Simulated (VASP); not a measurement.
# In (Im-3m) in VASP: notebook

The runs below take In through single point, with PBE.

Program: VASP 6.6.1. These are calculated values, not measurements. Logs are shortened: lines on timing, memory, paths and dates and some standing lists are left out, and cuts for length are marked.

**1. The cell of the first run**

Symmetry: Im-3m, No. 229, cubic system. The conventional cell has a = 3.815 Å, b = 3.815 Å, c = 3.815 Å, α = 90.00°, β = 90.00°, γ = 90.00°. In (site symmetry m-3m) has 14 In at 3.30 to 3.81 Å within 4.3 Å.

**2. Single point, PBE**

File INCAR:

```
SYSTEM = In
ALGO     = Normal         ! electronic algorithm
EDIFF    = 1E-6           ! SCF threshold, eV
ENCUT    = 520            ! plane-wave cutoff, eV
GGA      = PE             ! functional
ISIF     = 2              ! what is computed and relaxed
ISMEAR   = -1             ! smearing method
LASPH    = .TRUE.         ! aspherical terms in the spheres
LCHARG   = .TRUE.         ! write CHGCAR
LELF     = .TRUE.         ! ELF
LREAL    = .FALSE.        ! projectors in reciprocal space
LVHAR    = .TRUE.       
LWAVE    = .FALSE.        ! write WAVECAR
NBANDS   = 12             ! bands
NELM     = 80             ! most SCF steps
PREC     = Accurate       ! precision mode
SIGMA    = 0.05           ! smearing width, eV
```

File KPOINTS:

```
k-points
0
G
  15 15 15
  0 0 0
```

File POSCAR:

```
In
1.0
   -1.9073171027      1.9073171027      1.9073171027
    1.9073171027     -1.9073171027      1.9073171027
    1.9073171027      1.9073171027     -1.9073171027
In
1
Direct
    0.0000000000      0.0000000000      0.0000000000
```

Potentials or basis: VASP PAW PBE potentials, release 64 (In_d).

Started as:

```bash
$ cat potpaw_PBE.64/In_d/POTCAR > POTCAR
$ mpirun -np 1 vasp_std > vasp.out
```

OUTCAR:

```text
SYSTEM = In
   EDIFF = 1E-6
   ENCUT = 520
   GGA = PE
   ISIF = 2
   ISMEAR = -1
   LASPH = .TRUE.
   LREAL = .FALSE.
   NELM = 80
   PREC = Accurate

 ion  position               nearest neighbor table
   1  0.000  0.000  0.000-

  LATTYP: Found a body centered cubic cell.
 ALAT       =     3.8146342054

  Lattice vectors:

 A1 = (  -1.9073171027,   1.9073171027,   1.9073171027)
 A2 = (   1.9073171027,  -1.9073171027,   1.9073171027)
 A3 = (   1.9073171027,   1.9073171027,  -1.9073171027)

Analysis of symmetry for initial positions (statically):
=====================================================================
 Subroutine PRICEL returns:
 Original cell was already a primitive cell.

 Routine SETGRP: Setting up the symmetry group for a
 body centered cubic supercell.

 Subroutine GETGRP returns: Found 48 space group operations
 (whereof 48 operations were pure point group operations)
 out of a pool of 48 trial point group operations.

The static configuration has the point symmetry O_h .

Analysis of symmetry for dynamics (positions and initial velocities):
=====================================================================
 Subroutine PRICEL returns:
 Original cell was already a primitive cell.

 Routine SETGRP: Setting up the symmetry group for a
 body centered cubic supercell.

 Subroutine GETGRP returns: Found 48 space group operations
 (whereof 48 operations were pure point group operations)
 out of a pool of 48 trial point group operations.

The dynamic configuration has the point symmetry O_h .

 Subroutine INISYM returns: Found 48 space group operations
 (whereof 48 operations are pure point group operations),
 and found     1 'primitive' translations

----------------------------------------------------------------------------------------

                                     Primitive cell

  volume of cell :      27.7542

  direct lattice vectors                    reciprocal lattice vectors
    -1.907317103  1.907317103  1.907317103     0.000000000  0.262148334  0.262148334
     1.907317103 -1.907317103  1.907317103     0.262148334  0.000000000  0.262148334
     1.907317103  1.907317103 -1.907317103     0.262148334  0.262148334  0.000000000

  length of vectors
     3.303570128  3.303570128  3.303570128     0.370733729  0.370733729  0.370733729

  position of ions in fractional coordinates (direct lattice)
     0.000000000  0.000000000  0.000000000

  ion indices of the primitive-cell ions
   primitive index   ion index
                 1           1

----------------------------------------------------------------------------------------

 KPOINTS: k-points

Automatic generation of k-mesh.
 Grid dimensions read from file:
 generate k-points for:   15   15   15

 Generating k-lattice:

  Cartesian coordinates                     Fractional coordinates (reciprocal lattice)
     0.000000000  0.017476556  0.017476556     0.066666667  0.000000000  0.000000000
     0.017476556  0.000000000  0.017476556     0.000000000  0.066666667  0.000000000
     0.017476556  0.017476556  0.000000000     0.000000000  0.000000000  0.066666667

  Length of vectors
     0.024715582  0.024715582  0.024715582

  Shift w.r.t. Gamma in fractional coordinates (k-lattice)
     0.000000000  0.000000000  0.000000000

 Subroutine IBZKPT returns following result:
 ===========================================

 Found    120 irreducible k-points:

 Following reciprocal coordinates:
            Coordinates               Weight
  0.000000  0.000000  0.000000      1.000000
  0.066667  0.000000  0.000000     12.000000
  0.133333  0.000000  0.000000     12.000000
  0.200000  0.000000  0.000000     12.000000
  0.266667  0.000000  0.000000     12.000000
  0.333333  0.000000  0.000000     12.000000
[... 16 lines left out ...]
  0.333333  0.200000  0.000000     48.000000
  0.400000  0.200000  0.000000     24.000000
 [... further k-points ...]
   k-points           NKPTS =    120   k-points in BZ     NKDIM =    120   number of bands    NBANDS=     12
   number of dos      NEDOS =    301   number of ions     NIONS =      1
   total plane-waves  NPLWV =  21952
   dimension x,y,z NGX =    28 NGY =   28 NGZ =   28
   dimension x,y,z NGXF=    56 NGYF=   56 NGZF=   56
   ions per type =               1
   NGX,Y,Z   is equivalent  to a cutoff of  14.09, 14.09, 14.09 a.u.
   NGXF,Y,Z  is equivalent  to a cutoff of  28.18, 28.18, 28.18 a.u.
 SYSTEM =  In
   PREC   = accura    normal or accurate (medium, high low for compatibility)
   ISTART =      0    job   : 0-new  1-cont  2-samecut
   ICHARG =      2    charge: 1-file 2-atom 10-const
   ISPIN  =      1    spin polarized calculation?
   LNONCOLLINEAR =      F non collinear calculations
   LSORBIT =      F    spin-orbit coupling
   LASPH  =      T    aspherical Exc in radial PAW
   ENCUT  =  520.0 eV  38.22 Ry    6.18 a.u.   6.14  6.14  6.14*2*pi/ulx,y,z
   NELM   =     80;   NELMIN=  2; NELMDL= -5     # of ELM steps
   EDIFF  = 0.1E-05   stopping-criterion for ELM
   LREAL  =      F    real-space projection
   EDIFFG = 0.1E-04   stopping-criterion for IOM
   NSW    =      0    number of steps for IOM
   IBRION =     -1    ionic relax: 0-MD 1-quasi-New 2-CG
   NFREE  =      0    steps in history (QN), initial steepest desc. (CG)
   ISIF   =      2    stress and relaxation
   ISYM   =      2    0-nonsym 1-usesym 2-fastsym
   POTIM  = 0.5000    time-step for ionic-motion
   TEBEG  =    0.0;   TEEND  =   0.0 temperature during run
   PSTRESS=    0.0 pullay stress
   NELECT =      13.0000    total number of electrons
   NUPDOWN=      -1.0000    fix difference up-down
   EMIN   =  10.00;   EMAX   =-10.00  energy-range for DOS
   EFERMI =   0.00;   METHOD = LEGACY
   ISMEAR =    -1;   SIGMA  =   0.05  broadening in eV -4-tet -1-fermi 0-gaus
   EFERMI_NEDOS =   21; number of points for ismear=-14 and -15
   IALGO  =     38    algorithm
   IMIX   =      4    mixing-type and parameters
     AMIX     =   0.40;   BMIX     =  1.00
     AMIX_MAG =   1.60;   BMIX_MAG =  1.00
  volume/ion in A,a.u.               =      27.75       187.29
  Fermi-wavevector in a.u.,A,eV,Ry     =   1.271393  2.402584 21.992993  1.616439
  Thomas-Fermi vector in A             =   2.404328
   LORBIT       =      0    0 simple, 1 ext, 2 COOP (PROOUT), +10 PAW based schemes
   GGA     = PE    functional components
   LHFCALC =     F    Hartree Fock is set to
   AEXX    =    0.0000 exact exchange contribution
   IVDW    =     0    specifies the selected vdW correction
   LEPSILON=     F    determine dielectric tensor
   LRPA    =     F    only Hartree local field effects (RPA)
 non-spin polarized calculation
  energy-cutoff  :      520.00
  volume of cell :       27.75
 maximum number of plane-waves:       767
 NGX is ok and might be reduce to    28
   NGX = 13   NGY = 13   NGZ = 13

 number of electron      13.0000004 magnetization

 Free energy of the ion-electron system (eV)
  ---------------------------------------------------
  ext. energy  EPLUGINS =         0.00000000
  ---------------------------------------------------
  free energy    TOTEN  =        -2.54963885 eV

  energy without entropy =       -2.54491563  energy(sigma->0) =       -2.54727724

 E-fermi :   6.8812     XC(G=0):  -9.9776

 val. band max:        6.8345385864   @ k =  -0.4667   0.4667   0.4667
 cond. band min:       6.8942561572   @ k =   0.2667   0.2667   0.1333
 fundamental gap:      0.0597175708
 Fermi energy:         6.8811896618

 k-point     1 :       0.0000    0.0000    0.0000
  band No.  band energies     occupation
      1      -7.7504      2.00000
      2      -7.7504      2.00000
      3      -7.7504      2.00000
      4      -7.5118      2.00000
      5      -7.5118      2.00000
      6      -2.2706      2.00000
      7      17.3523      0.00000
      8      17.3523      0.00000
      9      17.3523      0.00000
     10      19.6963      0.00000
     11      19.6963      0.00000
     12      19.6963      0.00000

 k-point     2 :       0.0667    0.0000    0.0000
  band No.  band energies     occupation
      1      -7.7545      2.00000
      2      -7.7463      2.00000
      3      -7.7343      2.00000
      4      -7.5162      2.00000
      5      -7.5120      2.00000
      6      -2.1724      2.00000
      7      16.3711      0.00000
      8      16.8879      0.00000
      9      17.1428      0.00000
     10      18.9466      0.00000
     11      19.2612      0.00000
     12      19.5512      0.00000

 k-point     3 :       0.1333    0.0000    0.0000
  band No.  band energies     occupation
      1      -7.7660      2.00000
      2      -7.7366      2.00000
      3      -7.6888      2.00000
      4      -7.5276      2.00000
      5      -7.5125      2.00000
      6      -1.8762      2.00000
      7      14.2957      0.00000
      8      15.9337      0.00000
      9      16.5621      0.00000
     10      18.2430      0.00000
     11      18.5655      0.00000
     12      19.5868      0.00000

 k-point     4 :       0.2000    0.0000    0.0000
  band No.  band energies     occupation
      1      -7.7829      2.00000
      2      -7.7286      2.00000
      3      -7.6208      2.00000
      4      -7.5399      2.00000
      5      -7.5132      2.00000
      6      -1.3784      2.00000
      7      12.0513      0.00000
      8      14.9281      0.00000
      9      15.8320      0.00000
     10      17.6857      0.00000
     11      17.9403      0.00000
     12      19.9856      0.00000

 k-point     5 :       0.2667    0.0000    0.0000
  band No.  band energies     occupation
      1      -7.8024      2.00000
      2      -7.7309      2.00000
      3      -7.5451      2.00000
      4      -7.5413      2.00000
      5      -7.5138      2.00000
      6      -0.6762      2.00000
      7       9.8782      0.00000
      8      14.0321      0.00000
      9      15.1462      0.00000
     10      17.2465      0.00000
     11      17.4353      0.00000
     12      20.6560      0.00000
[... 228 lines left out ...]
      1      -7.7931      2.00000
      2      -7.7168      2.00000
      3      -7.5538      2.00000
      4      -7.5342      2.00000
      5      -7.4783      2.00000
      6       0.4284      2.00000
      7       8.8798      0.00000
      8      10.2153      0.00000
      9      13.7524      0.00000
     10      18.7552      0.00000
     11      18.7573      0.00000
     12      22.0049      0.00000

 k-point    22 :       0.2667    0.2000    0.0000
  band No.  band energies     occupation
      1      -7.8004      2.00000
      2      -7.7068      2.00000
      3      -7.5458      2.00000
      4      -7.5400      2.00000
      5      -7.4492      2.00000
      6       1.4228      2.00000
      7       7.3623      0.00013
      8       9.3166      0.00000
      9      13.3164      0.00000
     10      18.4362      0.00000
     11      19.5738      0.00000
     12      22.2484      0.00000

 k-point    23 :       0.3333    0.2000    0.0000
  band No.  band energies     occupation
      1      -7.8060      2.00000
      2      -7.7030      2.00000
      3      -7.5481      2.00000
      4      -7.5302      2.00000
      5      -7.4321      2.00000
      6       2.5735      2.00000
      7       5.7627      2.00000
      8       8.8989      0.00000
      9      13.0469      0.00000
     10      18.2388      0.00000
     11      20.5554      0.00000
     12      22.0967      0.00000

 k-point    24 :       0.4000    0.2000    0.0000
  band No.  band energies     occupation
      1      -7.8080      2.00000
      2      -7.7025      2.00000
      3      -7.5503      2.00000
      4      -7.5238      2.00000
      5      -7.4267      2.00000
      6       3.4768      2.00000
      7       4.6978      2.00000
      8       8.7698      0.00000
      9      12.9559      0.00000
     10      18.1727      0.00000
     11      21.5421      0.00000
     12      21.7835      0.00000

 [... further k-points ...]
[... 5 lines left out ...]
  --------------------------------------------------------------------------------------
  -------------------------------------------------------------------------------------
  Total       -0.0049850     -0.0049850     -0.0049850      0.0000000     -0.0000000     -0.0000000
  in kB       -0.2877715     -0.2877715     -0.2877715      0.0000000     -0.0000000     -0.0000000
  external PRESSURE =      -0.2877715 kB  Pullay stress =       0.0000000 kB

 VOLUME and BASIS-vectors are now :
 -----------------------------------------------------------------------------
  energy-cutoff  :      520.00
  volume of cell :       27.75
      direct lattice vectors                 reciprocal lattice vectors
    -1.907317103  1.907317103  1.907317103     0.000000000  0.262148334  0.262148334
     1.907317103 -1.907317103  1.907317103     0.262148334  0.000000000  0.262148334
     1.907317103  1.907317103 -1.907317103     0.262148334  0.262148334  0.000000000

 POSITION                                       TOTAL-FORCE (eV/Angst)
 -----------------------------------------------------------------------------------
      0.00000      0.00000      0.00000        -0.000000      0.000000     -0.000000
 -----------------------------------------------------------------------------------
    total drift:                               -0.000000     -0.000000     -0.000000

  FREE ENERGIE OF THE ION-ELECTRON SYSTEM (eV)
  ---------------------------------------------------
  free  energy   TOTEN  =        -2.5496388499 eV

  energy  without entropy=       -2.5449156256  energy(sigma->0) =       -2.54727724
```

It took 14 s on 1 thread of Intel Xeon 6975P-C (Granite Rapids), shared host; peak memory 0.17 GiB.

What came out:

```yaml
Free_energy: -2.5496 eV
Pressure: 0.0 GPa
```

Caveat: spin-orbit coupling is left out, which moves the levels of the heavy elements.

**3. Single point, PBE**

File INCAR:

```
  PREC = Accurate
  ENCUT = 520
  EDIFF = 1E-6
  ISMEAR = -1
  SIGMA = 0.05
  LREAL = False
  LASPH = True
  NELM = 80
  ALGO = Normal
  ISIF = 2
  LWAVE = False
  LCHARG = False
  GGA = PE
  NBANDS = 12
```

File KPOINTS:

```
Automatic mesh
0
Gamma
  15 15 15
```

POSCAR is that of step 2.

Potentials or basis: VASP PAW PBE potentials, release 64 (In_d).

Started as:

```bash
$ cat potpaw_PBE.64/In_d/POTCAR > POTCAR
$ mpirun -np 1 vasp_std > vasp.out
```

Run time: 14 s. Hardware: 1 thread of Intel Xeon 6975P-C (Granite Rapids), shared host; peak memory 0.17 GiB.

The run converged. Its results:

```yaml
Free_energy: -2.5496 eV
Pressure: 0.0 GPa
```

Levels at points of the mesh, in eV from the Fermi level:
```
           k point  band 4  band 5  band 6  band 7  band 8  band 9
(0.00, 0.00, 0.00)  -14.39  -14.39   -9.15   10.47   10.47   10.47
```

Caveat: spin-orbit coupling is left out, which moves the levels of the heavy elements.
